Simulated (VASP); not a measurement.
Wanted: the native input for a VASP 6.6.1 run.

```
Task                   : single point
Functional             : PBE
Potentials or basis    : VASP PAW PBE potentials, release 64 (Al, In_d, N)
Cutoff                 : 520 eV
k mesh                 : 6 × 6 × 6
Occupations            : gaussian, width 0.02 eV
Spin                   : no spin polarisation
Dipole correction      : no
Further INCAR settings : ALGO = Normal; EDIFF = 1e-06; NBANDS = 46
```

The structure of Al2InN3 lies in POSCAR:

```
Al2InN3
1.0
    4.9170037428     -2.8277246703      0.0000000000
    4.9170037428      2.8277246703      0.0000000000
    0.0000000000      0.0000000000      5.2494073214
Al In N
4 2 6
Direct
    0.0084295481      0.3348702354      0.9917405619
    0.6651297646      0.9915704519      0.9917405619
    0.9915704519      0.6651297646      0.4917405619
    0.3348702354      0.0084295481      0.4917405619
    0.3220811151      0.6779188849      0.9869983847
    0.6779188849      0.3220811151      0.4869983847
    0.0366860035      0.3336177064      0.3557289334
    0.6663822936      0.9633139965      0.3557289334
    0.9633139965      0.6663822936      0.8557289334
    0.3336177064      0.0366860035      0.8557289334
    0.2983157880      0.7016842120      0.4060625945
    0.7016842120      0.2983157880      0.9060625945
```

These files were run (other wordings do the same):

INCAR

```
SYSTEM = Al2InN3
PREC = Accurate
ENCUT = 520
EDIFF = 1E-6
ISMEAR = 0
SIGMA = 0.02
LREAL = .False.
LASPH = .True.
NELM = 60
ALGO = Normal
ISIF = 2
LWAVE = .False.
LCHARG = .True.
GGA = PE
LELF = .True.
LVHAR = .True.
NBANDS = 46
```

KPOINTS

```
Automatic mesh
0
Gamma
  6 6 6
  0 0 0
```

Potentials or basis: VASP PAW PBE potentials, release 64 (Al, In_d, N).

Command:

```console
$ cat potpaw_PBE.64/Al/POTCAR potpaw_PBE.64/In_d/POTCAR potpaw_PBE.64/N/POTCAR > POTCAR
$ mpirun -np 1 vasp_std > vasp.out
```

Results of the run:

```
Pressure               : -0.1 GPa
Largest force          : 0.035 eV/Å
Band gap on the k mesh : 2.16 eV
```

Caveat: spin-orbit coupling is left out, which moves the levels of the heavy elements.

It took 5.8 min on 1 thread of AMD EPYC 7R13 Processor (Zen 3) (shared host), peak memory 0.4 GiB.
